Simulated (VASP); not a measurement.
# TiHg (P4/mmm) in VASP: further runs, part 2 of 2

VASP 6.6.1. Earlier steps stand in the parts before.

## (4) Single point, LDA

This run uses another cell than the first one, of 17.93 Å³/atom, 1.043 times its volume.

INCAR

```
SYSTEM = TiHg
ALGO = Normal
EDIFF = 1E-7
ENCUT = 520
ISIF = 2
ISMEAR = -1
LASPH = .True.
LCHARG = .False.
LREAL = .False.
LWAVE = .False.
NBANDS = 19
NELM = 60
PREC = Accurate
SIGMA = 0.05
```

KPOINTS

```
k-points
0
Gamma
  10 10 7
  0 0 0
```

POSCAR

```
TiHg
1.0
    2.9888047606      0.0000000000      0.0000000000
    0.0000000000      2.9888047606      0.0000000000
    0.0000000000      0.0000000000      4.0138783774
Ti Hg
1 1
Direct
    0.5000000000      0.5000000000      0.5000000000
    0.0000000000      0.0000000000      0.0000000000
```

Potentials or basis: VASP PAW LDA potentials, release 64 (Ti_sv, Hg).

Launch:

```bash
cat potpaw_LDA.64/Ti_sv/POTCAR potpaw_LDA.64/Hg/POTCAR > POTCAR
mpirun -np 1 vasp_std > vasp.out
```

OUTCAR:

```text
SYSTEM = TiHg
   EDIFF = 1E-7
   ENCUT = 520
   ISIF = 2
   ISMEAR = -1
   LASPH = .True.
   LREAL = .False.
   NELM = 60
   PREC = Accurate

 ion  position               nearest neighbor table
   1  0.500  0.500  0.500-   2 2.91   2 2.91   2 2.91   2 2.91   2 2.91   2 2.91   2 2.91   2 2.91

   2  0.000  0.000  0.000-   1 2.91   1 2.91   1 2.91   1 2.91   1 2.91   1 2.91   1 2.91   1 2.91

  LATTYP: Found a simple tetragonal cell.
 ALAT       =     2.9888047606
 C/A-ratio  =     1.3429710867

  Lattice vectors:

 A1 = (   2.9888047606,   0.0000000000,   0.0000000000)
 A2 = (   0.0000000000,   2.9888047606,   0.0000000000)
 A3 = (   0.0000000000,   0.0000000000,   4.0138783774)

Analysis of symmetry for initial positions (statically):
=====================================================================
 Subroutine PRICEL returns:
 Original cell was already a primitive cell.

 Routine SETGRP: Setting up the symmetry group for a
 simple tetragonal supercell.

 Subroutine GETGRP returns: Found 16 space group operations
 (whereof 16 operations were pure point group operations)
 out of a pool of 16 trial point group operations.

The static configuration has the point symmetry D_4h.

Analysis of symmetry for dynamics (positions and initial velocities):
=====================================================================
 Subroutine PRICEL returns:
 Original cell was already a primitive cell.

 Routine SETGRP: Setting up the symmetry group for a
 simple tetragonal supercell.

 Subroutine GETGRP returns: Found 16 space group operations
 (whereof 16 operations were pure point group operations)
 out of a pool of 16 trial point group operations.

The dynamic configuration has the point symmetry D_4h.

 Subroutine INISYM returns: Found 16 space group operations
 (whereof 16 operations are pure point group operations),
 and found     1 'primitive' translations

----------------------------------------------------------------------------------------

                                     Primitive cell

  volume of cell :      35.8558

  direct lattice vectors                    reciprocal lattice vectors
     2.988804761  0.000000000  0.000000000     0.334581908  0.000000000  0.000000000
     0.000000000  2.988804761  0.000000000     0.000000000  0.334581908  0.000000000
     0.000000000  0.000000000  4.013878377     0.000000000  0.000000000  0.249135601

  length of vectors
     2.988804761  2.988804761  4.013878377     0.334581908  0.334581908  0.249135601

  position of ions in fractional coordinates (direct lattice)
     0.500000000  0.500000000  0.500000000
     0.000000000  0.000000000  0.000000000

  ion indices of the primitive-cell ions
   primitive index   ion index
                 1           1
                 2           2

----------------------------------------------------------------------------------------

 KPOINTS: k-points

Automatic generation of k-mesh.
 Grid dimensions read from file:
 generate k-points for:   10   10    7

 Generating k-lattice:

  Cartesian coordinates                     Fractional coordinates (reciprocal lattice)
     0.033458191  0.000000000  0.000000000     0.100000000  0.000000000  0.000000000
     0.000000000  0.033458191  0.000000000     0.000000000  0.100000000  0.000000000
     0.000000000  0.000000000  0.035590800     0.000000000  0.000000000  0.142857143

  Length of vectors
     0.033458191  0.033458191  0.035590800

  Shift w.r.t. Gamma in fractional coordinates (k-lattice)
     0.000000000  0.000000000  0.000000000

 Subroutine IBZKPT returns following result:
 ===========================================

 Found     84 irreducible k-points:

 Following reciprocal coordinates:
            Coordinates               Weight
  0.000000  0.000000  0.000000      1.000000
  0.100000  0.000000  0.000000      4.000000
  0.200000  0.000000  0.000000      4.000000
  0.300000  0.000000  0.000000      4.000000
  0.400000  0.000000  0.000000      4.000000
  0.500000  0.000000  0.000000      2.000000
[... 16 lines left out ...]
  0.100000  0.000000  0.142857      8.000000
  0.200000  0.000000  0.142857      8.000000
 [... further k-points ...]
   k-points           NKPTS =     84   k-points in BZ     NKDIM =     84   number of bands    NBANDS=     19
   number of dos      NEDOS =    301   number of ions     NIONS =      2
   total plane-waves  NPLWV =  17280
   dimension x,y,z NGX =    24 NGY =   24 NGZ =   30
   dimension x,y,z NGXF=    48 NGYF=   48 NGZF=   60
   ions per type =               1   1
   NGX,Y,Z   is equivalent  to a cutoff of  13.35, 13.35, 12.43 a.u.
   NGXF,Y,Z  is equivalent  to a cutoff of  26.70, 26.70, 24.85 a.u.
 SYSTEM =  TiHg
   PREC   = accura    normal or accurate (medium, high low for compatibility)
   ISTART =      0    job   : 0-new  1-cont  2-samecut
   ICHARG =      2    charge: 1-file 2-atom 10-const
   ISPIN  =      1    spin polarized calculation?
   LNONCOLLINEAR =      F non collinear calculations
   LSORBIT =      F    spin-orbit coupling
   LASPH  =      T    aspherical Exc in radial PAW
   ENCUT  =  520.0 eV  38.22 Ry    6.18 a.u.   5.56  5.56  7.46*2*pi/ulx,y,z
   NELM   =     60;   NELMIN=  2; NELMDL= -5     # of ELM steps
   EDIFF  = 0.1E-06   stopping-criterion for ELM
   LREAL  =      F    real-space projection
   EDIFFG = 0.1E-05   stopping-criterion for IOM
   NSW    =      0    number of steps for IOM
   IBRION =     -1    ionic relax: 0-MD 1-quasi-New 2-CG
   NFREE  =      0    steps in history (QN), initial steepest desc. (CG)
   ISIF   =      2    stress and relaxation
   ISYM   =      2    0-nonsym 1-usesym 2-fastsym
   POTIM  = 0.5000    time-step for ionic-motion
   TEBEG  =    0.0;   TEEND  =   0.0 temperature during run
   PSTRESS=    0.0 pullay stress
   NELECT =      24.0000    total number of electrons
   NUPDOWN=      -1.0000    fix difference up-down
   EMIN   =  10.00;   EMAX   =-10.00  energy-range for DOS
   EFERMI =   0.00;   METHOD = LEGACY
   ISMEAR =    -1;   SIGMA  =   0.05  broadening in eV -4-tet -1-fermi 0-gaus
   EFERMI_NEDOS =   21; number of points for ismear=-14 and -15
   IALGO  =     38    algorithm
   IMIX   =      4    mixing-type and parameters
     AMIX     =   0.40;   BMIX     =  1.00
     AMIX_MAG =   1.60;   BMIX_MAG =  1.00
  volume/ion in A,a.u.               =      17.93       120.98
  Fermi-wavevector in a.u.,A,eV,Ry     =   1.432052  2.706186 27.902463  2.050773
  Thomas-Fermi vector in A             =   2.551722
   LORBIT       =      0    0 simple, 1 ext, 2 COOP (PROOUT), +10 PAW based schemes
   GGA     = CA    functional components
   LHFCALC =     F    Hartree Fock is set to
   AEXX    =    0.0000 exact exchange contribution
   IVDW    =     0    specifies the selected vdW correction
   LEPSILON=     F    determine dielectric tensor
   LRPA    =     F    only Hartree local field effects (RPA)
 non-spin polarized calculation
  energy-cutoff  :      520.00
  volume of cell :       35.86
 maximum number of plane-waves:       983
 NGX is ok and might be reduce to    24
   NGX = 11   NGY = 11   NGZ = 15

 number of electron      23.9999993 magnetization

 Free energy of the ion-electron system (eV)
  ---------------------------------------------------
  ext. energy  EPLUGINS =         0.00000000
  ---------------------------------------------------
  free energy    TOTEN  =        -9.83541443 eV

  energy without entropy =       -9.80979697  energy(sigma->0) =       -9.82260570

 E-fermi :   6.4327     XC(G=0): -12.1788

 val. band max:        6.4266642897   @ k =   0.3000   0.0000   0.2857
 cond. band min:       6.4398383726   @ k =   0.2000   0.0000   0.0000
 fundamental gap:      0.0131740829
 Fermi energy:         6.4327226363

 k-point     1 :       0.0000    0.0000    0.0000
  band No.  band energies     occupation
      1     -49.8927      2.00000
      2     -26.6733      2.00000
      3     -26.3180      2.00000
      4     -26.3180      2.00000
      5      -3.1011      2.00000
      6      -2.2646      2.00000
[... 11 lines left out ...]
     18      15.2046      0.00000
     19      15.2046      0.00000
[... 485 lines left out ...]
 k-point    24 :       0.2000    0.0000    0.1429
  band No.  band energies     occupation
      1     -49.8816      2.00000
      2     -26.6669      2.00000
      3     -26.4197      2.00000
      4     -26.3096      2.00000
      5      -2.4087      2.00000
      6      -1.6640      2.00000
[... 11 lines left out ...]
     18      15.8959      0.00000
     19      17.0299      0.00000

 [... further k-points ...]

------------------------ aborting loop because EDIFF is reached ----------------------------------------

  FORCE on cell =-STRESS in cart. coord.  units (eV):
  Direction    XX          YY          ZZ          XY          YZ          ZX
  --------------------------------------------------------------------------------------
  -------------------------------------------------------------------------------------
  Total       -0.9052218     -0.9052218     -0.6089568      0.0000000     -0.0000000      0.0000000
  in kB      -40.4488583    -40.4488583    -27.2105792      0.0000000     -0.0000000      0.0000000
  external PRESSURE =     -36.0360986 kB  Pullay stress =       0.0000000 kB

 VOLUME and BASIS-vectors are now :
 -----------------------------------------------------------------------------
  energy-cutoff  :      520.00
  volume of cell :       35.86
      direct lattice vectors                 reciprocal lattice vectors
     2.988804761  0.000000000  0.000000000     0.334581908  0.000000000  0.000000000
     0.000000000  2.988804761  0.000000000     0.000000000  0.334581908  0.000000000
     0.000000000  0.000000000  4.013878377     0.000000000  0.000000000  0.249135601

 POSITION                                       TOTAL-FORCE (eV/Angst)
 -----------------------------------------------------------------------------------
      1.49440      1.49440      2.00694         0.000000      0.000000      0.000000
      0.00000      0.00000      0.00000         0.000000      0.000000      0.000000
 -----------------------------------------------------------------------------------
    total drift:                                0.000000      0.000000     -0.000000

  FREE ENERGIE OF THE ION-ELECTRON SYSTEM (eV)
  ---------------------------------------------------
  free  energy   TOTEN  =        -9.8354144315 eV

  energy  without entropy=       -9.8097969707  energy(sigma->0) =       -9.82260570
```

OSZICAR:

```text
N       E                     dE             d eps       ncg     rms          rms(c)
DAV:   1     0.235379268600E+03    0.23538E+03   -0.13049E+04  3192   0.146E+03
DAV:   2     0.468890058166E+01   -0.23069E+03   -0.22421E+03  3235   0.400E+02
DAV:   3    -0.106412278894E+02   -0.15330E+02   -0.15136E+02  5265   0.963E+01
DAV:   4    -0.111143842668E+02   -0.47316E+00   -0.47014E+00  3687   0.137E+01
DAV:   5    -0.111257589934E+02   -0.11375E-01   -0.11371E-01  3802   0.191E+00    0.102E+01
DAV:   6    -0.996381272376E+01    0.11619E+01   -0.41601E+00  3444   0.199E+01    0.369E+00
DAV:   7    -0.986538727634E+01    0.98425E-01   -0.58282E-01  3585   0.726E+00    0.365E+00
DAV:   8    -0.983916780906E+01    0.26219E-01   -0.84776E-02  3579   0.259E+00    0.156E+00
DAV:   9    -0.983534655781E+01    0.38213E-02   -0.10710E-02  3627   0.118E+00    0.149E-01
DAV:  10    -0.983541401614E+01   -0.67458E-04   -0.72479E-04  4467   0.213E-01    0.743E-02
DAV:  11    -0.983541510111E+01   -0.10850E-05   -0.16376E-04  3565   0.111E-01    0.151E-02
DAV:  12    -0.983541482636E+01    0.27476E-06   -0.16956E-05  4130   0.429E-02    0.617E-03
DAV:  13    -0.983541445386E+01    0.37250E-06   -0.17129E-06  3858   0.128E-02    0.208E-03
DAV:  14    -0.983541443147E+01    0.22390E-07   -0.17318E-07  2814   0.363E-03
   1 F= -.98354144E+01 E0= -.98226057E+01  d E =-.256175E-01
```

Run time: 86 s. Hardware: 1 thread of AMD EPYC 7R13, shared host; peak memory 0.15 GiB.

Results:

```yaml
Free_energy: -9.8354 eV
Pressure: -3.6 GPa
Band_gap_on_the_k_mesh: zero (band 12 reaches 7.00 eV, above the bottom of band 13 at 5.99 eV)
```

Levels at points of the mesh, in eV from the Fermi level:
| k point | band 10 | band 11 | band 12 | band 13 | band 14 | band 15 |
| --- | --- | --- | --- | --- | --- | --- |
| (0.00, 0.00, 0.00) | -6.57 | -0.46 | -0.29 | 1.29 | 2.00 | 2.00 |
| (0.50, 0.00, 0.00) | -3.83 | -3.48 | -1.09 | -0.44 | 1.17 | 1.78 |
| (0.50, 0.50, 0.00) | -2.15 | 0.29 | 0.29 | 1.24 | 1.24 | 1.42 |

Caveat: spin-orbit coupling is left out, which moves the levels of the heavy elements.

## (5) The runs side by side

| cell | gap on the mesh (eV) | pressure (GPa) |
| --- | --- | --- |
| a = 2.948, b = 2.948, c = 3.959 Å, 2 atoms | none | 1.9 |
| a = 2.968, b = 2.968, c = 3.986 Å, 2 atoms | none | -1.0 |
| a = 2.989, b = 2.989, c = 4.014 Å, 2 atoms | none | -3.6 |

Alike in all rows: task single point; level LDA; potentials or basis VASP PAW LDA potentials, release 64 (Ti_sv, Hg); no spin polarisation; k mesh 10 × 10 × 7; cutoff (eV) 520; smearing fermi-dirac 0.05 eV.

Caveats: spin-orbit coupling is left out, which moves the levels of the heavy elements.

Total energies depend on the potentials used, so only differences within one code and one set of settings carry meaning.
